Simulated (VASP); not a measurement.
## SiC: single point with PBE

Crystal: SiC.

```
CELL_PARAMETERS angstrom
3.07600 0.00000 0.00000
-1.53800 2.66389 0.00000
0.00000 0.00000 5.04800
ATOMIC_POSITIONS crystal
Si 0.29707 0.64012 0.98019
Si 0.66667 0.33333 0.50000
C 0.33333 0.66667 0.38500
C 0.66667 0.33333 0.88500
```

This cell differs from its parent crystal: atom 1 (Si) moved by (-0.100, -0.100) A along [1 1 0] and z.

- Program: VASP 6.6.1
- Task: single point
- Functional: PBE
- Potentials or basis: VASP PAW PBE potentials, release 64 (Si, C)
- Cutoff: 520 eV
- k mesh: 6 × 6 × 4
- Occupations: gaussian, width 0.05 eV
- Spin: no spin polarisation

```
Pressure               : 5.5 GPa
Largest force          : 4.015 eV/Å
Band gap on the k mesh : 2.13 eV, indirect (least direct gap 4.01 eV)
```

Forces in eV/Å, atoms in the order of the input:
```
Si   2.150  1.791  2.879
Si  -0.039 -0.037 -0.127
C   -0.145 -0.147 -1.093
C   -1.966 -1.606 -1.658
```

Stress tensor (GPa, compression positive):
```
12.24  3.91  2.15
 3.91  5.31  1.55
 2.15  1.55 -1.10
```

Levels at points of the mesh, in eV from the valence-band top:
```tsv
k point	band 5	band 6	band 7	band 8	band 9	band 10	band 11	band 12
(0.00, 0.00, 0.00)	-1.75	-0.68	-0.47	0.00	4.22	5.70	5.93	6.44
(0.50, 0.00, 0.00)	-5.44	-3.83	-3.52	-1.74	2.33	4.09	6.52	7.17
(0.00, 0.50, 0.00)	-5.64	-4.09	-3.22	-1.91	2.13	3.96	6.39	7.15
(0.50, 0.50, 0.00)	-5.59	-3.99	-3.30	-1.85	2.16	3.98	6.40	7.18
(0.00, 0.00, 0.50)	-2.16	-1.35	-0.97	-0.95	5.08	5.64	6.22	6.95
(0.50, 0.00, 0.50)	-3.22	-2.68	-2.66	-2.21	2.68	2.90	4.51	4.80
(0.00, 0.50, 0.50)	-3.64	-2.74	-2.67	-2.24	2.78	2.98	4.56	4.66
(0.50, 0.50, 0.50)	-3.51	-2.74	-2.65	-2.22	2.74	2.95	4.54	4.68
```

Wall time 26 s on 1 thread of Intel(R) Xeon(R) Platinum 8488C (Sapphire Rapids), on a shared host, peak memory 0.17 GiB.

Caveat: the cell differs from its parent crystal (atom 1 (Si) moved by (-0.100, -0.100) A along [1 1 0] and z); forces of over 1 eV/Å act on the atoms, so gaps and moduli don't describe the material at rest. A k mesh can miss the band edges.
